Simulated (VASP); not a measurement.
Write the native input for VASP 6.6.1 that does the following.

* Task: single point
* Functional: PBEsol
* Potentials or basis: VASP PAW PBE potentials, release 64 (Sb)
* Cutoff: 520 eV
* k mesh: 16 × 16 × 16
* Occupations: gaussian, width 0.15 eV
* Spin: no spin polarisation
* Dipole correction: no
* Further INCAR settings: ALGO = Normal; EDIFF = 1e-06; NBANDS = 8

The structure of Sb lies in POSCAR:

```
Sb
1.0
    3.1600000000      0.0000000000      0.0000000000
    0.0000000000      2.6860000000      0.0000000000
    0.0000000000      0.0000000000      3.1600000000
Sb
1
Direct
    0.0000000000      0.0000000000      0.0000000000
```

This cell differs from its parent crystal: strain -0.1500 x Voigt [0, 1, 0, 0, 0, 0].

One way to write it, as run:

INCAR

```
SYSTEM = Sb
PREC = Accurate ; ENCUT = 520
EDIFF = 1E-6 ; ISMEAR = 0
SIGMA = 0.15 ; LREAL = .False.
LASPH = .True. ; NELM = 100
ALGO = Normal ; ISIF = 2
LWAVE = .False. ; LCHARG = .False.
GGA = PS ; NBANDS = 8
```

KPOINTS

```
regular mesh
0
Gamma
  16 16 16
  0 0 0
```

Potentials or basis: VASP PAW PBE potentials, release 64 (Sb).

Run with:

```sh
$ cat potpaw_PBE.64/Sb/POTCAR > POTCAR
$ mpirun -np 1 vasp_std > vasp.out
```

Results of the run:

The pressure is 10.0 GPa.

Caveat: the cell differs from its parent crystal (strain -0.1500 x Voigt [0, 1, 0, 0, 0, 0]); the PAW data sets were made with another functional, which shifts forces and pressure a little.

Wall time 22 s on 1 thread of Intel(R) Xeon(R) Platinum 8259CL CPU @ 2.50GHz (Skylake/Cascade Lake), with other jobs on the host, peak memory 0.2 GiB.
